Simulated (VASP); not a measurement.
# SiC (F-43m) in VASP: a series of runs

Runs on SiC. Level: PBEsol. Tasks: elastic constants.

All numbers are computed with VASP 6.6.1; they aren't measurements. Logs are shortened: lines on timing, memory, paths and dates and some standing lists are left out, and cuts for length are marked.

**1. The cell of the first run**

The structure is cubic, space group F-43m (No. 216). The conventional cell has a = 4.357 Å, b = 4.357 Å, c = 4.357 Å, α = 90.00°, β = 90.00°, γ = 90.00°. Within 2.5 Å of Si (site symmetry -43m) lie 4 C at 1.89 Å. Within 2.5 Å of C (site symmetry -43m) lie 4 Si at 1.89 Å.

**2. Elastic constants, PBEsol**

INCAR

```
  PREC = Accurate
  ENCUT = 600
  EDIFF = 1E-8
  ISMEAR = 0
  SIGMA = 0.01
  LREAL = False
  LASPH = True
  NELM = 80
  ALGO = Normal
  ISIF = 3
  LWAVE = False
  LCHARG = False
  GGA = PS
  IBRION = 6
  NFREE = 2
  POTIM = 0.015
  NSW = 1
```

KPOINTS

```
regular mesh
0
Gamma
  10 10 10
```

POSCAR

```
SiC
1.0
    0.0000000000      2.1784128882      2.1784128882
    2.1784128882      0.0000000000      2.1784128882
    2.1784128882      2.1784128882      0.0000000000
Si C
1 1
Direct
    0.0000000000      0.0000000000      0.0000000000
    0.7500000000      0.7500000000      0.7500000000
```

Potentials or basis: VASP PAW PBE potentials, release 64 (Si, C).

The run is started by

```sh
cat potpaw_PBE.64/Si/POTCAR potpaw_PBE.64/C/POTCAR > POTCAR
mpirun -np 1 vasp_std > vasp.out
```

OUTCAR:

```text
PREC = Accurate
   ENCUT = 600
   EDIFF = 1E-8
   ISMEAR = 0
   LREAL = False
   LASPH = True
   NELM = 80
   ISIF = 3
   GGA = PS
   IBRION = 6
   NFREE = 2
   POTIM = 0.015
   NSW = 1

 ion  position               nearest neighbor table
   1  0.000  0.000  0.000-   2 1.89   2 1.89   2 1.89   2 1.89
   2  0.750  0.750  0.750-   1 1.89   1 1.89   1 1.89   1 1.89

  LATTYP: Found a face centered cubic cell.
 ALAT       =     4.3568257764

  Lattice vectors:

 A1 = (   0.0000000000,   2.1784128882,   2.1784128882)
 A2 = (   2.1784128882,   0.0000000000,   2.1784128882)
 A3 = (   2.1784128882,   2.1784128882,   0.0000000000)

Analysis of symmetry for initial positions (statically):
=====================================================================
 Subroutine PRICEL returns:
 Original cell was already a primitive cell.

 Routine SETGRP: Setting up the symmetry group for a
 face centered cubic supercell.

 Subroutine GETGRP returns: Found 24 space group operations
 (whereof 24 operations were pure point group operations)
 out of a pool of 48 trial point group operations.

The static configuration has the point symmetry T_d .

Analysis of symmetry for dynamics (positions and initial velocities):
=====================================================================
 Subroutine PRICEL returns:
 Original cell was already a primitive cell.

 Routine SETGRP: Setting up the symmetry group for a
 face centered cubic supercell.

 Subroutine GETGRP returns: Found 24 space group operations
 (whereof 24 operations were pure point group operations)
 out of a pool of 48 trial point group operations.

The dynamic configuration has the point symmetry T_d .

 Subroutine INISYM returns: Found 24 space group operations
 (whereof 24 operations are pure point group operations),
 and found     1 'primitive' translations

[... 600 lines left out ...]
      3       4.8539      2.00000
      4       5.4197      2.00000
      5      10.8265      0.00000
      6      13.5773      0.00000
      7      19.6209      0.00000
      8      19.9143      0.00000

 [... further k-points ...]

------------------------ aborting loop because EDIFF is reached ----------------------------------------

  FORCE on cell =-STRESS in cart. coord.  units (eV):
  Direction    XX          YY          ZZ          XY          YZ          ZX
  --------------------------------------------------------------------------------------
  -------------------------------------------------------------------------------------
  Total        0.0280297      0.0334812      0.0334812      0.0000000     -0.1290401      0.0000000
  in kB        2.1720952      2.5945456      2.5945456      0.0000000     -9.9996438      0.0000000
  external PRESSURE =       2.4537288 kB  Pullay stress =       0.0000000 kB
[... 17 lines left out ...]
  FREE ENERGIE OF THE ION-ELECTRON SYSTEM (eV)
  ---------------------------------------------------
  free  energy   TOTEN  =       -15.9139285241 eV

  energy  without entropy=      -15.9139285241  energy(sigma->0) =      -15.91392852

 INTERNAL STRAIN TENSORS FROM STRAINED CELLS
 ============================================

 INTERNAL STRAIN TENSOR FOR ION    1 for displacements in x,y,z  (eV/Angst):
          X           Y           Z          XY          YZ          ZX
  --------------------------------------------------------------------------------
  x    -0.00000    -0.00000    -0.00000    -0.00000    -8.60372    -0.00000
  y     0.00000     0.00000     0.00000     0.00000     0.00000    -8.60385
  z     0.00000    -0.00000     0.00000    -8.60366    -0.00000     0.00000

 INTERNAL STRAIN TENSORS FROM DISPLACED ATOMS
 ============================================

 INTERNAL STRAIN TENSOR FOR ION    1 for displacements in x,y,z  (eV/Angst):
          X           Y           Z          XY          YZ          ZX
  --------------------------------------------------------------------------------
  x    -0.00000     0.00000     0.00000     0.00000    -8.59980     0.00000
  y     0.00000    -0.00000     0.00000     0.00000     0.00000    -8.59980
  z     0.00000     0.00000    -0.00000    -8.59980     0.00000     0.00000

 INTERNAL STRAIN TENSOR FOR ION    2 for displacements in x,y,z  (eV/Angst):
          X           Y           Z          XY          YZ          ZX
  --------------------------------------------------------------------------------
  x     0.00000     0.00000     0.00000     0.00000     8.60080     0.00000
  y     0.00000     0.00000     0.00000     0.00000     0.00000     8.60080
  z     0.00000     0.00000     0.00000     8.60080     0.00000     0.00000

 Eigenvectors and eigenvalues of the dynamical matrix
 ----------------------------------------------------

   1 f  =   23.612609 THz   148.362396 2PiTHz  787.631847 cm-1    97.653859 meV
             X         Y         Z           dx          dy          dz
      0.000000  0.000000  0.000000     0.000000   -0.547330    0.000000
      3.267619  3.267619  3.267619     0.000000    0.836917    0.000000
[... 21 lines left out ...]
   6 f/i=    0.000359 THz     0.002258 2PiTHz    0.011990 cm-1     0.001487 meV
             X         Y         Z           dx          dy          dz
      0.000000  0.000000  0.000000     0.000000    0.000000    0.836917
      3.267619  3.267619  3.267619     0.000000    0.000000    0.547330

--------------------------------------------------------------------------------------------------------

 ELASTIC MODULI CONTR FROM IONIC RELAXATION (kBar)
 Direction    XX          YY          ZZ          XY          YZ          ZX
 --------------------------------------------------------------------------------
 XX          -0.0000      0.0000      0.0000     -0.0000     -0.0000      0.0000
 YY           0.0000     -0.0000      0.0000      0.0000      0.0000     -0.0000
 ZZ           0.0000      0.0000     -0.0000     -0.0000      0.0000      0.0000
 XY          -0.0000      0.0000     -0.0000   -298.6363     -0.0000      0.0000
 YZ          -0.0000      0.0000      0.0000     -0.0000   -298.6363      0.0000
 ZX           0.0000     -0.0000      0.0000      0.0000      0.0000   -298.6363
 --------------------------------------------------------------------------------

 TOTAL ELASTIC MODULI (kBar)
 Direction    XX          YY          ZZ          XY          YZ          ZX
 --------------------------------------------------------------------------------
 XX        3892.2211   1374.6857   1374.6857      0.0000      0.0000      0.0000
 YY        1374.6857   3892.2211   1374.6857      0.0000     -0.0000     -0.0000
 ZZ        1374.6857   1374.6857   3892.2211     -0.0000     -0.0000      0.0000
 XY           0.0000      0.0000     -0.0000   2442.8335     -0.0000      0.0000
 YZ           0.0000     -0.0000     -0.0000     -0.0000   2442.8335      0.0000
 ZX           0.0000     -0.0000      0.0000      0.0000      0.0000   2442.8335
 --------------------------------------------------------------------------------
```

OSZICAR:

```text
N       E                     dE             d eps       ncg     rms          rms(c)
DAV:   1     0.756269304378E+01    0.75627E+01   -0.44306E+03   760   0.947E+02
DAV:   2    -0.172876713017E+02   -0.24850E+02   -0.24120E+02  1128   0.116E+02
DAV:   3    -0.177138677850E+02   -0.42620E+00   -0.42620E+00   864   0.192E+01
[... 180 lines left out ...]
DAV:   2    -0.159146915274E+02    0.17284E-02   -0.11186E-02  4224   0.101E+00    0.141E-01
DAV:   3    -0.159139155596E+02    0.77597E-03   -0.30408E-03  3160   0.433E-01    0.251E-02
DAV:   4    -0.159139297534E+02   -0.14194E-04   -0.17613E-04  3304   0.126E-01    0.165E-02
DAV:   5    -0.159139285244E+02    0.12291E-05   -0.43747E-06  4248   0.187E-02    0.158E-03
DAV:   6    -0.159139285254E+02   -0.10089E-08   -0.19945E-07  3208   0.412E-03    0.701E-04
DAV:   7    -0.159139285241E+02    0.13181E-08   -0.92432E-09  2560   0.889E-04
  17 F= -.15913929E+02 E0= -.15913929E+02  d E =-.566645E-28
```

It took 4.3 min on 1 thread of Intel Xeon 6975P-C (Granite Rapids), shared host; peak memory 0.26 GiB.

What came out:

```
Elastic constants C11, C12, C44                         : 389, 137, 244 GPa
Voigt bulk modulus                                      : 221 GPa
Highest phonon frequency at Γ, LO-TO splitting left out : 788 cm⁻¹
```

Phonon frequencies in cm⁻¹ (negative: imaginary):
```
              q point        frequencies
(0.000, 0.000, 0.000)  0 0 0 788 788 788
```

Elastic tensor in Voigt notation (GPa, in the Cartesian axes of the cell as first typed):
```
389 137 137   0   0   0
137 389 137   0   0   0
137 137 389   0   0   0
  0   0   0 244   0   0
  0   0   0   0 244   0
  0   0   0   0   0 244
```

Clamped-ion elastic tensor (GPa):
```
389 137 137   0   0   0
137 389 137   0   0   0
137 137 389   0   0   0
  0   0   0 274   0   0
  0   0   0   0 274   0
  0   0   0   0   0 274
```

Caveat: the PAW data sets were made with another functional, which shifts forces and pressure a little.

**3. Elastic constants, PBEsol**

INCAR

```
SYSTEM = SiC
  PREC = Accurate
  ENCUT = 600
  EDIFF = 1E-8
  ISMEAR = 0
  SIGMA = 0.01
  LREAL = .False.
  LASPH = .True.
  NELM = 60
  ALGO = Normal
  ISIF = 3
  LWAVE = .False.
  LCHARG = .False.
  GGA = PS
  NBANDS = 11
  IBRION = 6
  NFREE = 2
  POTIM = 0.015
  NSW = 1
```

KPOINTS

```
Automatic mesh
0
Gamma
  10 10 10
  0 0 0
```

POSCAR is that of step 2.

Potentials or basis: VASP PAW PBE potentials, release 64 (Si, C).

The run is started by

```sh
cat potpaw_PBE.64/Si/POTCAR potpaw_PBE.64/C/POTCAR > POTCAR
mpirun -np 1 vasp_std > vasp.out
```

It took 4.7 min on 1 thread of Intel Xeon 6975P-C (Granite Rapids), shared host; peak memory 0.27 GiB.

Results (log left out):

- Elastic constants C11, C12, C44: 389, 137, 244 GPa
- Voigt bulk modulus: 221 GPa
- Highest phonon frequency at Γ, LO-TO splitting left out: 788 cm⁻¹

Phonon frequencies in cm⁻¹ (negative: imaginary):
```csv
q point,frequencies
"(0.000, 0.000, 0.000)",0 0 0 788 788 788
```

Elastic tensor in Voigt notation (GPa, in the Cartesian axes of the cell as first typed):
```
389 137 137   0   0   0
137 389 137   0   0   0
137 137 389   0   0   0
  0   0   0 244   0   0
  0   0   0   0 244   0
  0   0   0   0   0 244
```

Clamped-ion elastic tensor (GPa):
```
389 137 137   0   0   0
137 389 137   0   0   0
137 137 389   0   0   0
  0   0   0 274   0   0
  0   0   0   0 274   0
  0   0   0   0   0 274
```

Caveat: the PAW data sets were made with another functional, which shifts forces and pressure a little.
